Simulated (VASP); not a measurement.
# TlAgS2 (P-4m2) in VASP: further runs

TlAgS2 is run at these levels: r2SCAN; tasks: single point.

Everything below comes from runs of VASP 6.6.1. Logs are shortened: lines on timing, memory, paths and dates and some standing lists are left out, and cuts for length are marked.

## 1. The cell of the first run

Symmetry: P-4m2, No. 115, tetragonal system. The conventional cell has a = 4.179 Å, b = 4.179 Å, c = 6.062 Å, α = 90.00°, β = 90.00°, γ = 90.00°. Within 3.4 Å of Ag (site symmetry -4m2) lie 4 S at 2.56 Å. Within 3.4 Å of S (site symmetry 2mm) lie 2 Ag at 2.56 Å and 2 Tl at 2.60 Å. Within 3.4 Å of Tl (site symmetry -4m2) lie 4 S at 2.60 Å.

## 2. Single point, r2SCAN (26.47 Å³/atom)

POSCAR reads:

```
TlAgS2
1.0
    4.1794190170      0.0000000000      0.0000000000
    0.0000000000      4.1794190170      0.0000000000
    0.0000000000      0.0000000000      6.0617710730
Ag S Tl
1 2 1
Direct
    0.0000000000      0.0000000000      0.0000000000
    0.0000000000      0.5000000000      0.2445828485
    0.5000000000      0.0000000000      0.7554171515
    0.5000000000      0.5000000000      0.5000000000
```

INCAR.step1 reads:

```
ALGO     = Normal         # electronic algorithm
EDIFF    = 1E-4           # SCF threshold, eV
ENCUT    = 520            # plane-wave cutoff, eV
GGA      = PE             # functional
ISMEAR   = -1             # smearing method
LASPH    = T              # aspherical terms in the spheres
LCHARG   = F              # write CHGCAR
LREAL    = F              # projectors in reciprocal space
LWAVE    = T              # write WAVECAR
NBANDS   = 26             # bands
NELM     = 80             # most SCF steps
PREC     = Accurate       # precision mode
SIGMA    = 0.02           # smearing width, eV
```

INCAR.step2 reads:

```
ALGO     = Normal         # electronic algorithm
EDIFF    = 1E-6           # SCF threshold, eV
ENCUT    = 520            # plane-wave cutoff, eV
ISIF     = 2              # what is computed and relaxed
ISMEAR   = -1             # smearing method
ISTART   = 1            
LASPH    = T              # aspherical terms in the spheres
LCHARG   = F              # write CHGCAR
LMIXTAU  = T            
LREAL    = F              # projectors in reciprocal space
LWAVE    = F              # write WAVECAR
METAGGA  = R2SCAN         # meta-GGA
NBANDS   = 26             # bands
NELM     = 80             # most SCF steps
PREC     = Accurate       # precision mode
SIGMA    = 0.02           # smearing width, eV
```

KPOINTS reads:

```
k-points
0
Gamma
  6 6 4
```

Potentials or basis: VASP PAW PBE potentials, release 64 (Ag, S, Tl_d).

Launch:

```bash
$ cat potpaw_PBE.64/Ag/POTCAR potpaw_PBE.64/S/POTCAR potpaw_PBE.64/Tl_d/POTCAR > POTCAR
$ cp INCAR.step1 INCAR
$ mpirun -np 1 vasp_std > vasp.out
$ cp INCAR.step2 INCAR
$ mpirun -np 1 vasp_std > vasp.out
```

OUTCAR:

```text
EDIFF = 1E-6
   ENCUT = 520
   ISIF = 2
   ISMEAR = -1
   ISTART = 1
   LASPH = T
   LREAL = F
   METAGGA = R2SCAN
   NELM = 80
   PREC = Accurate

 ion  position               nearest neighbor table
   1  0.000  0.000  0.000-   2 2.56   3 2.56   2 2.56   3 2.56
   2  0.000  0.500  0.245-   1 2.56   1 2.56   4 2.60   4 2.60
   3  0.500  0.000  0.755-   1 2.56   1 2.56   4 2.60   4 2.60
   4  0.500  0.500  0.500-   2 2.60   3 2.60   3 2.60   2 2.60

  LATTYP: Found a simple tetragonal cell.
 ALAT       =     4.1794190170
 C/A-ratio  =     1.4503860580

  Lattice vectors:

 A1 = (   4.1794190170,   0.0000000000,   0.0000000000)
 A2 = (   0.0000000000,   4.1794190170,   0.0000000000)
 A3 = (   0.0000000000,   0.0000000000,   6.0617710730)

Analysis of symmetry for initial positions (statically):
=====================================================================
 Subroutine PRICEL returns:
 Original cell was already a primitive cell.

 Routine SETGRP: Setting up the symmetry group for a
 simple tetragonal supercell.

 Subroutine GETGRP returns: Found  8 space group operations
 (whereof  8 operations were pure point group operations)
 out of a pool of 16 trial point group operations.

The static configuration has the point symmetry D_2d.

Analysis of symmetry for dynamics (positions and initial velocities):
=====================================================================
 Subroutine PRICEL returns:
 Original cell was already a primitive cell.

 Routine SETGRP: Setting up the symmetry group for a
 simple tetragonal supercell.

 Subroutine GETGRP returns: Found  8 space group operations
 (whereof  8 operations were pure point group operations)
 out of a pool of 16 trial point group operations.

The dynamic configuration has the point symmetry D_2d.

 Subroutine INISYM returns: Found  8 space group operations
 (whereof  8 operations are pure point group operations),
 and found     1 'primitive' translations

----------------------------------------------------------------------------------------

                                     Primitive cell

  volume of cell :     105.8842

  direct lattice vectors                    reciprocal lattice vectors
     4.179419017  0.000000000  0.000000000     0.239267706  0.000000000  0.000000000
     0.000000000  4.179419017  0.000000000     0.000000000  0.239267706  0.000000000
     0.000000000  0.000000000  6.061771073     0.000000000  0.000000000  0.164968289

  length of vectors
     4.179419017  4.179419017  6.061771073     0.239267706  0.239267706  0.164968289

  position of ions in fractional coordinates (direct lattice)
     0.000000000  0.000000000  0.000000000
     0.000000000  0.500000000  0.244582849
     0.500000000  0.000000000  0.755417151
     0.500000000  0.500000000  0.500000000

  ion indices of the primitive-cell ions
   primitive index   ion index
                 1           1
                 2           2
                 3           3
                 4           4

----------------------------------------------------------------------------------------

 KPOINTS: k-points

Automatic generation of k-mesh.
 Grid dimensions read from file:
 generate k-points for:    6    6    4

 Generating k-lattice:

  Cartesian coordinates                     Fractional coordinates (reciprocal lattice)
     0.039877951  0.000000000  0.000000000     0.166666667  0.000000000  0.000000000
     0.000000000  0.039877951  0.000000000     0.000000000  0.166666667  0.000000000
     0.000000000  0.000000000  0.041242072     0.000000000  0.000000000  0.250000000

  Length of vectors
     0.039877951  0.039877951  0.041242072

  Shift w.r.t. Gamma in fractional coordinates (k-lattice)
     0.000000000  0.000000000  0.000000000

 Subroutine IBZKPT returns following result:
 ===========================================

 Found     30 irreducible k-points:

 Following reciprocal coordinates:
            Coordinates               Weight
  0.000000  0.000000  0.000000      1.000000
  0.166667  0.000000  0.000000      4.000000
  0.333333  0.000000  0.000000      4.000000
  0.500000  0.000000  0.000000      2.000000
  0.166667  0.166667  0.000000      4.000000
  0.333333  0.166667  0.000000      8.000000
[... 16 lines left out ...]
  0.333333  0.000000  0.500000      4.000000
  0.500000  0.000000  0.500000      2.000000
 [... further k-points ...]
   k-points           NKPTS =     30   k-points in BZ     NKDIM =     30   number of bands    NBANDS=     26
   number of dos      NEDOS =    301   number of ions     NIONS =      4
   total plane-waves  NPLWV =  49152
   dimension x,y,z NGX =    32 NGY =   32 NGZ =   48
   dimension x,y,z NGXF=    64 NGYF=   64 NGZF=   96
   ions per type =               1   2   1
   NGX,Y,Z   is equivalent  to a cutoff of  12.73, 12.73, 13.16 a.u.
   NGXF,Y,Z  is equivalent  to a cutoff of  25.46, 25.46, 26.33 a.u.
 SYSTEM =  unknown system
   PREC   = accura    normal or accurate (medium, high low for compatibility)
   ISTART =      1    job   : 0-new  1-cont  2-samecut
   ICHARG =      0    charge: 1-file 2-atom 10-const
   ISPIN  =      1    spin polarized calculation?
   LNONCOLLINEAR =      F non collinear calculations
   LSORBIT =      F    spin-orbit coupling
   LASPH  =      T    aspherical Exc in radial PAW
   ENCUT  =  520.0 eV  38.22 Ry    6.18 a.u.   7.77  7.77 11.27*2*pi/ulx,y,z
   NELM   =     80;   NELMIN=  2; NELMDL=  0     # of ELM steps
   EDIFF  = 0.1E-05   stopping-criterion for ELM
   LREAL  =      F    real-space projection
   EDIFFG = 0.1E-04   stopping-criterion for IOM
   NSW    =      0    number of steps for IOM
   IBRION =     -1    ionic relax: 0-MD 1-quasi-New 2-CG
   NFREE  =      0    steps in history (QN), initial steepest desc. (CG)
   ISIF   =      2    stress and relaxation
   ISYM   =      2    0-nonsym 1-usesym 2-fastsym
   POTIM  = 0.5000    time-step for ionic-motion
   TEBEG  =    0.0;   TEEND  =   0.0 temperature during run
   PSTRESS=    0.0 pullay stress
   NELECT =      36.0000    total number of electrons
   NUPDOWN=      -1.0000    fix difference up-down
   EMIN   =  10.00;   EMAX   =-10.00  energy-range for DOS
   EFERMI =   0.00;   METHOD = LEGACY
   ISMEAR =    -1;   SIGMA  =   0.02  broadening in eV -4-tet -1-fermi 0-gaus
   EFERMI_NEDOS =   21; number of points for ismear=-14 and -15
   IALGO  =     38    algorithm
   IMIX   =      4    mixing-type and parameters
     AMIX     =   0.40;   BMIX     =  1.00
     AMIX_MAG =   1.60;   BMIX_MAG =  1.00
  volume/ion in A,a.u.               =      26.47       178.64
  Fermi-wavevector in a.u.,A,eV,Ry     =   1.142611  2.159222 17.763233  1.305561
  Thomas-Fermi vector in A             =   2.279309
   LORBIT       =      0    0 simple, 1 ext, 2 COOP (PROOUT), +10 PAW based schemes
   METAGGA = R2SCAN    functional components
   LHFCALC =     F    Hartree Fock is set to
   AEXX    =    0.0000 exact exchange contribution
   IVDW    =     0    specifies the selected vdW correction
   LEPSILON=     F    determine dielectric tensor
   LRPA    =     F    only Hartree local field effects (RPA)
 non-spin polarized calculation
  energy-cutoff  :      520.00
  volume of cell :      105.88
 maximum number of plane-waves:      2872
 NGX is ok and might be reduce to    32
   NGX = 15   NGY = 15   NGZ = 23

 number of electron      36.0000008 magnetization

 Free energy of the ion-electron system (eV)
  ---------------------------------------------------
  ext. energy  EPLUGINS =         0.00000000
  ---------------------------------------------------
  free energy    TOTEN  =       -91.39158033 eV

  energy without entropy =      -91.39104402  energy(sigma->0) =      -91.39131217

 E-fermi :   3.3633     XC(G=0):  -9.5977

 val. band max:        3.3582758896   @ k =   0.0000   0.0000   0.0000
 cond. band min:       3.7133828487   @ k =   0.5000   0.0000   0.5000
 fundamental gap:      0.3551069590
 Fermi energy:         3.3633443949

 k-point     1 :       0.0000    0.0000    0.0000
  band No.  band energies     occupation
      1     -10.3229      2.00000
      2     -10.0289      2.00000
      3      -8.4339      2.00000
      4      -8.4339      2.00000
      5      -8.2920      2.00000
      6      -8.1656      2.00000
[... 18 lines left out ...]
     25      11.6227      0.00000
     26      13.9517      0.00000

 k-point     2 :       0.1667    0.0000    0.0000
  band No.  band energies     occupation
      1     -10.2724      2.00000
      2     -10.0297      2.00000
      3      -8.4314      2.00000
      4      -8.3825      2.00000
      5      -8.2713      2.00000
      6      -8.1771      2.00000
[... 18 lines left out ...]
     25      11.5109      0.00000
     26      12.9729      0.00000

 k-point     3 :       0.3333    0.0000    0.0000
  band No.  band energies     occupation
      1     -10.1706      2.00000
      2     -10.0398      2.00000
      3      -8.4263      2.00000
      4      -8.3060      2.00000
      5      -8.2002      2.00000
      6      -8.1357      2.00000
[... 18 lines left out ...]
     25      10.9137      0.00000
     26      12.0787      0.00000

 k-point     4 :       0.5000    0.0000    0.0000
  band No.  band energies     occupation
      1     -10.1120      2.00000
      2     -10.0564      2.00000
      3      -8.4237      2.00000
      4      -8.2900      2.00000
      5      -8.2117      2.00000
      6      -7.9826      2.00000
[... 18 lines left out ...]
     25      10.0346      0.00000
     26      11.7727      0.00000
[... 496 lines left out ...]
      1     -10.1662      2.00000
      2     -10.0946      2.00000
      3      -8.4324      2.00000
      4      -8.3673      2.00000
      5      -8.2698      2.00000
      6      -8.1771      2.00000
[... 18 lines left out ...]
     25      10.6628      0.00000
     26      11.8023      0.00000

 k-point    23 :       0.3333    0.0000    0.5000
  band No.  band energies     occupation
      1     -10.1338      2.00000
      2     -10.0638      2.00000
      3      -8.4277      2.00000
      4      -8.2902      2.00000
      5      -8.2004      2.00000
      6      -8.1222      2.00000
[... 18 lines left out ...]
     25      10.4937      0.00000
     26      11.2279      0.00000

 k-point    24 :       0.5000    0.0000    0.5000
  band No.  band energies     occupation
      1     -10.1209      2.00000
      2     -10.0496      2.00000
      3      -8.4253      2.00000
      4      -8.2799      2.00000
      5      -8.2119      2.00000
      6      -7.9834      2.00000
[... 18 lines left out ...]
     25      10.9755      0.00000
     26      11.0428      0.00000

 [... further k-points ...]
[... 5 lines left out ...]
  --------------------------------------------------------------------------------------
  -------------------------------------------------------------------------------------
  Total       -1.0615861     -1.0615861     -1.0982481      0.0000000      0.0000000      0.0000000
  in kB      -16.0632881    -16.0632881    -16.6180356      0.0000000      0.0000000      0.0000000
  external PRESSURE =     -16.2482040 kB  Pullay stress =       0.0000000 kB

 VOLUME and BASIS-vectors are now :
 -----------------------------------------------------------------------------
  energy-cutoff  :      520.00
  volume of cell :      105.88
      direct lattice vectors                 reciprocal lattice vectors
     4.179419017  0.000000000  0.000000000     0.239267706  0.000000000  0.000000000
     0.000000000  4.179419017  0.000000000     0.000000000  0.239267706  0.000000000
     0.000000000  0.000000000  6.061771073     0.000000000  0.000000000  0.164968289

 POSITION                                       TOTAL-FORCE (eV/Angst)
 -----------------------------------------------------------------------------------
      0.00000      0.00000      0.00000        -0.000000      0.000000      0.000000
      0.00000      2.08971      1.48261        -0.000000      0.000000      0.035614
      2.08971      0.00000      4.57917         0.000000      0.000000     -0.035614
      2.08971      2.08971      3.03089         0.000000     -0.000000      0.000000
 -----------------------------------------------------------------------------------
    total drift:                                0.000000      0.000000     -0.000000

  FREE ENERGIE OF THE ION-ELECTRON SYSTEM (eV)
  ---------------------------------------------------
  free  energy   TOTEN  =       -91.3915803253 eV

  energy  without entropy=      -91.3910440231  energy(sigma->0) =      -91.39131217
```

It took 2.2 min on 1 thread of Intel Xeon Platinum 8488C (Sapphire Rapids), shared host; peak memory 0.27 GiB.

What came out:

| Property | Result |
| --- | --- |
| Free energy | -91.3916 eV |
| Pressure | -1.6 GPa |
| Largest force | 0.036 eV/Å |
| Band gap on the k mesh | zero (filled and empty bands touch) |

Forces on the atoms (eV/Å):
```
Ag   0.000  0.000  0.000
S    0.000  0.000  0.036
S    0.000  0.000 -0.036
Tl   0.000  0.000  0.000
```

Caveat: the PAW data sets were made with another functional, which shifts forces and pressure a little; spin-orbit coupling is left out, which moves the levels of the heavy elements.

## 3. Single point, r2SCAN (27.24 Å³/atom)

This run uses another cell than the first one, of 27.24 Å³/atom.

POSCAR reads:

```
TlAgS2
1.0
    4.2196082038      0.0000000000      0.0000000000
    0.0000000000      4.2196082038      0.0000000000
    0.0000000000      0.0000000000      6.1200609092
Ag S Tl
1 2 1
Direct
    0.0000000000      0.0000000000      0.0000000000
    0.0000000000      0.5000000000      0.2445828485
    0.5000000000      0.0000000000      0.7554171515
    0.5000000000      0.5000000000      0.5000000000
```

INCAR.step1 reads:

```
SYSTEM = TlAgS2
ALGO     = Normal         ! electronic algorithm
EDIFF    = 1E-4           ! SCF threshold, eV
ENCUT    = 520            ! plane-wave cutoff, eV
GGA      = PE             ! functional
ISMEAR   = -1             ! smearing method
LASPH    = .True.         ! aspherical terms in the spheres
LCHARG   = .False.        ! write CHGCAR
LREAL    = .False.        ! projectors in reciprocal space
LWAVE    = .True.         ! write WAVECAR
NBANDS   = 26             ! bands
NELM     = 80             ! most SCF steps
PREC     = Accurate       ! precision mode
SIGMA    = 0.02           ! smearing width, eV
```

INCAR.step2 reads:

```
SYSTEM = TlAgS2
ALGO     = Normal         ! electronic algorithm
EDIFF    = 1E-7           ! SCF threshold, eV
ENCUT    = 520            ! plane-wave cutoff, eV
ISIF     = 2              ! what is computed and relaxed
ISMEAR   = -1             ! smearing method
ISTART   = 1            
LASPH    = .True.         ! aspherical terms in the spheres
LCHARG   = .False.        ! write CHGCAR
LMIXTAU  = .True.       
LREAL    = .False.        ! projectors in reciprocal space
LWAVE    = .False.        ! write WAVECAR
METAGGA  = R2SCAN         ! meta-GGA
NBANDS   = 26             ! bands
NELM     = 80             ! most SCF steps
PREC     = Accurate       ! precision mode
SIGMA    = 0.02           ! smearing width, eV
```

KPOINTS reads:

```
k-points
0
Gamma
  6 6 4
  0 0 0
```

Potentials or basis: VASP PAW PBE potentials, release 64 (Ag, S, Tl_d).

Launch:

```bash
$ cat potpaw_PBE.64/Ag/POTCAR potpaw_PBE.64/S/POTCAR potpaw_PBE.64/Tl_d/POTCAR > POTCAR
$ cp INCAR.step1 INCAR
$ mpirun -np 1 vasp_std > vasp.out
$ cp INCAR.step2 INCAR
$ mpirun -np 1 vasp_std > vasp.out
```

Wall time 2.3 min (1 thread of Intel Xeon Platinum 8488C (Sapphire Rapids), shared host); peak memory 0.28 GiB.

It converged, with:

* Free energy: -91.3488 eV
* Pressure: -2.9 GPa
* Largest force: 0.079 eV/Å
* Band gap on the k mesh: zero (filled and empty bands touch)

Forces on the atoms (eV/Å):
```
Ag   0.000  0.000  0.000
S    0.000  0.000  0.079
S    0.000  0.000 -0.079
Tl   0.000  0.000  0.000
```

Stress tensor (GPa, compression positive):
```
-2.85  0.00  0.00
 0.00 -2.85  0.00
 0.00  0.00 -2.96
```

Levels at points of the mesh, in eV from the Fermi level:
```csv
k point,band 14,band 15,band 16,band 17,band 18,band 19,band 20,band 21,band 22,band 23
"(0.00, 0.00, 0.00)",-2.50,-2.50,-0.40,-0.21,-0.01,-0.01,3.15,3.99,5.85,5.85
"(0.50, 0.00, 0.00)",-2.84,-2.51,-1.66,-1.57,-0.36,1.37,4.84,5.18,5.81,6.18
"(0.50, 0.50, 0.00)",-3.10,-2.53,-1.93,-1.93,-1.47,1.78,3.24,3.24,5.09,8.41
"(0.00, 0.00, 0.50)",-2.07,-2.00,-2.00,-0.56,-0.56,1.30,2.91,4.87,5.01,6.64
"(0.50, 0.00, 0.50)",-2.85,-1.64,-1.25,-0.66,-0.33,0.31,3.45,5.81,5.91,6.39
"(0.50, 0.50, 0.50)",-2.51,-2.30,-2.30,-2.08,-1.76,2.09,4.77,4.77,6.24,6.87
```

Caveat: the PAW data sets were made with another functional, which shifts forces and pressure a little; spin-orbit coupling is left out, which moves the levels of the heavy elements.
